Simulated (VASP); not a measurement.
Input of a VASP 6.6.1 run:

The input INCAR:

```
ALGO = Normal
EDIFF = 1E-6
ENCUT = 500
GGA_COMPAT = False
ISIF = 2
ISMEAR = 1
LASPH = True
LCHARG = False
LREAL = False
LWAVE = False
NBANDS = 25
NELM = 120
PREC = Accurate
SIGMA = 0.1
```

KPOINTS

```
k-points
0
Gamma
  7 7 10
```

Contents of POSCAR:

```
Ti
1.0
    4.4739086006      0.0000000000      0.0000000000
   -2.2369543003      3.8745185049      0.0000000000
    0.0000000000      0.0000000000      2.7427004899
Ti
3
Direct
    0.0000000000      0.0000000000      0.0000000000
    0.3333333333      0.6666666667      0.5000000000
    0.6666666667      0.3333333333      0.5000000000
```

Potentials or basis: VASP PAW LDA potentials, release 64 (Ti_sv).

Run with:

```bash
$ cat potpaw_LDA.64/Ti_sv/POTCAR > POTCAR
$ mpirun -np 1 vasp_std > vasp.out
```

Task: What does it give for the band gap on the k mesh?

Result: Zero (bands 18 and 19 overlap by 0.26 eV).

Task: What does it give for the pressure?

Result: -0.1 GPa.

Stress tensor (GPa, compression positive):
```
-1.13  0.00  0.00
 0.00 -1.13  0.00
 0.00  0.00  1.93
```
